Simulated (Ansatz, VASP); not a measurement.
## Two plane-wave programs on KTaO3

```
CELL_PARAMETERS angstrom
3.98830 0.00000 0.00000
0.00000 3.98830 0.00000
0.00000 0.00000 3.98830
ATOMIC_POSITIONS crystal
K 0.50000 0.50000 0.50000
Ta 0.00000 0.00000 0.00000
O 0.50000 0.00000 0.00000
O 0.00000 0.50000 0.00000
O 0.00000 0.00000 0.50000
```

Alike in both runs: task single point; functional PBE; k mesh 4 × 4 × 4; occupations gaussian, width 0.1 eV; no spin polarisation.

|  | VASP | Ansatz |
| --- | --- | --- |
| version | VASP 6.6.1 | Ansatz 0.2.0 |
| potentials or method | VASP PAW PBE potentials, release 64 (K_sv, Ta_pv, O), cutoff 520 eV | scalar-relativistic, plane waves, PAW |
| valence electrons in the cell | 38 | 40 |

```csv
,VASP,Ansatz,Ansatz less VASP
gap on the k mesh at the Fermi level (eV),2.16,2.21,+0.048
least direct gap on the mesh (eV),2.78,2.82,+0.037
pressure (GPa),6.1,5.5,-0.67
```

With one functional, cell and mesh, what is left measures potentials, basis and numerics. VASP's potentials hold 38 valence electrons a cell and Ansatz's 40, so a difference there can come from the potentials and not from the codes.

Spin-orbit coupling is off throughout.
